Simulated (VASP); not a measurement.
Crystal: NdTl2P3.

```
CELL_PARAMETERS angstrom
6.39920 0.00000 0.00000
-3.19960 5.54187 0.00000
0.00000 0.00000 5.26900
ATOMIC_POSITIONS crystal
Nd 0.33333 0.66667 0.00000
Tl 0.66667 0.33333 0.50000
Tl 0.00000 0.00000 0.00000
P 0.21636 0.78364 0.50000
P 0.21636 0.43271 0.50000
P 0.56729 0.78364 0.50000
```

The cell was generated, and may not be a known phase.

```yaml
Program: VASP 6.6.1
Task: relaxation of cell and atoms
Functional: PBE
Potentials_or_basis: VASP PAW PBE potentials, release 64 (Nd_3, Tl_d, P), 4f in core
Cutoff: 500 eV
k_mesh: 6 × 6 × 6
Occupations: gaussian, width 0.1 eV
Spin: no spin polarisation
```

At the start: pressure -0.4 GPa; volume 31.14 Å³/atom.

**Question.** How do energy, volume and symmetry change on relaxing?

**Answer.** Over 6 steps the energy falls by 2.5 meV/atom and the volume is 30.14 Å³/atom (-3.2 %); space group P-6m2 (No. 187, to 0.1 Å) before and after.

The path:
| step | energy change (eV) | largest force (eV/Å) | pressure (GPa) | volume (Å³) |
| --- | --- | --- | --- | --- |
| 1 | 0.0000 | 0.0643 | -0.37 | 186.86 |
| 2 | -0.0059 | 0.1406 | -0.10 | 184.90 |
| 3 | -0.0088 | 0.2401 | 0.26 | 182.47 |
| 4 | -0.0120 | 0.1620 | 0.18 | 181.97 |
| 5 | -0.0148 | 0.0348 | -0.04 | 180.65 |
| 6 | -0.0149 | 0.0034 | -0.01 | 180.87 |

Final structure:
```xyz
6
Lattice="6.2819 0.0000 0.0000 -3.1409 5.4403 0.0000 0.0000 0.0000 5.2924" Properties=species:S:1:pos:R:3 pbc="T T T"
Nd    0.0000    3.6268    0.0000
Tl    3.1409    1.8134    2.6462
Tl    0.0000    0.0000    0.0000
P    -1.1231    4.2753    2.6462
P     0.0000    2.3299    2.6462
P     1.1231    4.2753    2.6462
```
